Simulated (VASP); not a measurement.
# Pb (Fm-3m) in VASP: notebook, part 2 of 2

VASP 6.6.1. Earlier steps stand in the parts before.

## Step 4: Single point, revPBE

This run uses another cell than the first one, of 32.82 Å³/atom, 0.926 times its volume.

Contents of INCAR:

```
PREC = Accurate ; ENCUT = 500
EDIFF = 1E-6 ; ISMEAR = -1
SIGMA = 0.1 ; LREAL = False
LASPH = True ; NELM = 120
ALGO = Normal ; ISIF = 2
LWAVE = False ; LCHARG = False
GGA = RE ; NBANDS = 13
GGA_COMPAT = False
```

Contents of KPOINTS:

```
Automatic mesh
0
Gamma
  6 6 6
```

Contents of POSCAR:

```
Pb
1.0
    0.0000000000      2.5411798184      2.5411798184
    2.5411798184      0.0000000000      2.5411798184
    2.5411798184      2.5411798184      0.0000000000
Pb
1
Direct
    0.0000000000      0.0000000000      0.0000000000
```

Potentials or basis: VASP PAW PBE potentials, release 64 (Pb_d).

The run is started by

```sh
$ cat potpaw_PBE.64/Pb_d/POTCAR > POTCAR
$ mpirun -np 1 vasp_std > vasp.out
```

OUTCAR:

```text
PREC = Accurate
   ENCUT = 500
   EDIFF = 1E-6
   ISMEAR = -1
   LREAL = False
   LASPH = True
   NELM = 120
   ISIF = 2
   GGA = RE

 ion  position               nearest neighbor table
   1  0.000  0.000  0.000-

  LATTYP: Found a face centered cubic cell.
 ALAT       =     5.0823596368

  Lattice vectors:

 A1 = (   0.0000000000,   2.5411798184,   2.5411798184)
 A2 = (   2.5411798184,   0.0000000000,   2.5411798184)
 A3 = (   2.5411798184,   2.5411798184,   0.0000000000)

Analysis of symmetry for initial positions (statically):
=====================================================================
 Subroutine PRICEL returns:
 Original cell was already a primitive cell.

 Routine SETGRP: Setting up the symmetry group for a
 face centered cubic supercell.

 Subroutine GETGRP returns: Found 48 space group operations
 (whereof 48 operations were pure point group operations)
 out of a pool of 48 trial point group operations.

The static configuration has the point symmetry O_h .

Analysis of symmetry for dynamics (positions and initial velocities):
=====================================================================
 Subroutine PRICEL returns:
 Original cell was already a primitive cell.

 Routine SETGRP: Setting up the symmetry group for a
 face centered cubic supercell.

 Subroutine GETGRP returns: Found 48 space group operations
 (whereof 48 operations were pure point group operations)
 out of a pool of 48 trial point group operations.

The dynamic configuration has the point symmetry O_h .

 Subroutine INISYM returns: Found 48 space group operations
 (whereof 48 operations are pure point group operations),
 and found     1 'primitive' translations

----------------------------------------------------------------------------------------

                                     Primitive cell

  volume of cell :      32.8198

[... 102 lines left out ...]
   GGA     = RE    functional components
   LHFCALC =     F    Hartree Fock is set to
   AEXX    =    0.0000 exact exchange contribution
   IVDW    =     0    specifies the selected vdW correction
   LEPSILON=     F    determine dielectric tensor
   LRPA    =     F    only Hartree local field effects (RPA)
 non-spin polarized calculation
  energy-cutoff  :      500.00
  volume of cell :       32.82
 maximum number of plane-waves:       869
 NGX is ok and might be reduce to    28
   NGX = 13   NGY = 13   NGZ = 13

 number of electron      14.0000002 magnetization

 Free energy of the ion-electron system (eV)
  ---------------------------------------------------
  ext. energy  EPLUGINS =         0.00000000
  ---------------------------------------------------
  free energy    TOTEN  =        -3.17805528 eV

  energy without entropy =       -3.13906691  energy(sigma->0) =       -3.15856109

 E-fermi :   6.6353     XC(G=0):  -9.7273

 val. band max:        6.6347594553   @ k =   0.3333   0.1667   0.0000
 cond. band min:       7.0016157678   @ k =   0.5000   0.3333   0.0000
 fundamental gap:      0.3668563125
 Fermi energy:         6.6353347286

 k-point     1 :       0.0000    0.0000    0.0000
  band No.  band energies     occupation
      1     -10.5251      2.00000
      2     -10.5251      2.00000
      3     -10.5251      2.00000
      4     -10.4189      2.00000
      5     -10.4189      2.00000
      6      -4.7043      2.00000
      7      13.3586      0.00000
      8      13.3586      0.00000
      9      13.3586      0.00000
     10      16.2017      0.00000
     11      16.8622      0.00000
     12      18.4419      0.00000
     13      18.4419      0.00000
[... 226 lines left out ...]
  band No.  band energies     occupation
      1     -10.5639      2.00000
      2     -10.5336      2.00000
      3     -10.3806      2.00000
      4     -10.3610      2.00000
      5     -10.2825      2.00000
      6      -0.2184      2.00000
      7       4.3657      2.00000
      8       6.5218      1.51381
      9       7.1534      0.01118
     10      14.8769      0.00000
     11      15.8432      0.00000
     12      20.8371      0.00000
     13      20.9692      0.00000

------------------------ aborting loop because EDIFF is reached ----------------------------------------

  FORCE on cell =-STRESS in cart. coord.  units (eV):
  Direction    XX          YY          ZZ          XY          YZ          ZX
  --------------------------------------------------------------------------------------
  -------------------------------------------------------------------------------------
  Total        0.2214850      0.2214850      0.2214850     -0.0000000      0.0000000      0.0000000
  in kB       10.8123132     10.8123132     10.8123132     -0.0000000      0.0000000      0.0000000
  external PRESSURE =      10.8123132 kB  Pullay stress =       0.0000000 kB

 VOLUME and BASIS-vectors are now :
 -----------------------------------------------------------------------------
  energy-cutoff  :      500.00
  volume of cell :       32.82
      direct lattice vectors                 reciprocal lattice vectors
     0.000000000  2.541179818  2.541179818    -0.196759000  0.196759000  0.196759000
     2.541179818  0.000000000  2.541179818     0.196759000 -0.196759000  0.196759000
     2.541179818  2.541179818  0.000000000     0.196759000  0.196759000 -0.196759000

 POSITION                                       TOTAL-FORCE (eV/Angst)
 -----------------------------------------------------------------------------------
      0.00000      0.00000      0.00000        -0.000000      0.000000     -0.000000
 -----------------------------------------------------------------------------------
    total drift:                               -0.000000      0.000000     -0.000000

  FREE ENERGIE OF THE ION-ELECTRON SYSTEM (eV)
  ---------------------------------------------------
  free  energy   TOTEN  =        -3.1780552767 eV

  energy  without entropy=       -3.1390669127  energy(sigma->0) =       -3.15856109
```

stdout:

```text
POSCAR found type information on POSCAR Pb
 POSCAR found :  1 types and       1 ions
 scaLAPACK will be used
 -----------------------------------------------------------------------------
|                                                                             |
|                                                                             |
|     You enforced a specific xc type in the INCAR file but a different       |
|     I HOPE YOU KNOW WHAT YOU ARE DOING!                                     |
|                                                                             |
 -----------------------------------------------------------------------------

 LDA part: xc-table for (Slater+PW92), standard interpolation
 POSCAR, INCAR and KPOINTS ok, starting setup
 FFT: planning ... GRIDC
 FFT: planning ... GRID_SOFT
 FFT: planning ... GRID
 WAVECAR not read
 entering main loop
```

Run time: 14 s. Hardware: 1 thread of AMD EPYC 7R13, shared host; peak memory 0.12 GiB.

What came out:

```
Free energy            : -3.1781 eV
Pressure               : 1.1 GPa
Band gap on the k mesh : zero (band 7 reaches 13.36 eV, above the bottom of band 8 at 5.15 eV)
```

Levels at points of the mesh, in eV from the Fermi level:
```
           k point  band 3  band 4  band 5  band 6  band 7  band 8  band 9  band 10  band 11  band 12
(0.00, 0.00, 0.00)  -17.16  -17.05  -17.05  -11.34    6.72    6.72    6.72     9.57    10.23    11.81
(0.50, 0.00, 0.00)  -17.15  -16.95  -16.95   -8.15   -3.93    5.07    5.07     8.66     9.05    10.63
(0.50, 0.50, 0.00)  -16.96  -16.92  -16.92   -6.92   -3.07    1.87    1.87     5.04     6.28    17.70
```

Caveat: the PAW data sets were made with another functional, which shifts forces and pressure a little; spin-orbit coupling is left out, which moves the levels of the heavy elements.

## Step 5: Overview

| cell | k mesh | cutoff (eV) | gap on the mesh (eV) | pressure (GPa) |
| --- | --- | --- | --- | --- |
| a = 3.687 Å, angles 60.0°, 1 atom | 18 × 18 × 18 | 520 | none | -2.2 |
| a = 3.732 Å, angles 60.0°, 1 atom | 18 × 18 × 18 | 520 | none | -3.1 |
| a = 3.594 Å, angles 60.0°, 1 atom | 6 × 6 × 6 | 500 | none | 1.1 |

Alike in all rows: task single point; level revPBE; potentials or basis VASP PAW PBE potentials, release 64 (Pb_d); no spin polarisation; smearing fermi-dirac 0.1 eV.

Caveats: the PAW data sets were made with another functional, which shifts forces and pressure a little; spin-orbit coupling is left out, which moves the levels of the heavy elements.

Total energies depend on the potentials used, so only differences within one code and one set of settings carry meaning.
